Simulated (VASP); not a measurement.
Wanted: the native input for a VASP 6.6.1 run.

| Quantity | Value |
| --- | --- |
| Task | single point |
| Functional | PBEsol |
| Potentials or basis | VASP PAW PBE potentials, release 64 (Sr_sv, Ti_sv, O) |
| Cutoff | 520 eV |
| k mesh | 8 × 8 × 8 |
| Occupations | gaussian, width 0.02 eV |
| Spin | no spin polarisation |
| Dipole correction | no |
| Further INCAR settings | ALGO = Normal; EDIFF = 1e-06; NBANDS = 28 |

The structure of SrTiO3 (Tausonite) lies in POSCAR:

```
SrTiO3
1.0
    3.8911204492      0.0000000000      0.0000000000
    0.0000000000      3.8911204492      0.0000000000
    0.0000000000      0.0000000000      3.8911204492
Sr Ti O
1 1 3
Direct
    0.5000000000      0.5000000000      0.5000000000
    0.0000000000      0.0000000000      0.0000000000
    0.5000000000      0.0000000000      0.0000000000
    0.0000000000      0.5000000000      0.0000000000
    0.0000000000      0.0000000000      0.5000000000
```

One way to write it, as run:

INCAR

```
PREC     = Accurate       # precision mode
ENCUT    = 520            # plane-wave cutoff, eV
EDIFF    = 1E-6           # SCF threshold, eV
ISMEAR   = 0              # smearing method
SIGMA    = 0.02           # smearing width, eV
LREAL    = False          # projectors in reciprocal space
LASPH    = True           # aspherical terms in the spheres
NELM     = 60             # most SCF steps
ALGO     = Normal         # electronic algorithm
ISIF     = 2              # what is computed and relaxed
LWAVE    = False          # write WAVECAR
LCHARG   = False          # write CHGCAR
GGA      = PS             # functional
NBANDS   = 28             # bands
```

KPOINTS

```
Automatic mesh
0
Gamma
  8 8 8
```

Potentials or basis: VASP PAW PBE potentials, release 64 (Sr_sv, Ti_sv, O).

Launch:

```bash
$ cat potpaw_PBE.64/Sr_sv/POTCAR potpaw_PBE.64/Ti_sv/POTCAR potpaw_PBE.64/O/POTCAR > POTCAR
$ mpirun -np 1 vasp_std > vasp.out
```

Results of the run:

```yaml
Pressure: 0.7 GPa
Band_gap_on_the_k_mesh: 1.82 eV, indirect (least direct gap 2.17 eV)
```

Caveat: the PAW data sets were made with another functional, which shifts forces and pressure a little.

Run time: 57 s on 1 thread of Intel(R) Xeon(R) Platinum 8488C (Sapphire Rapids), with other jobs on the host, peak memory 0.2 GiB.
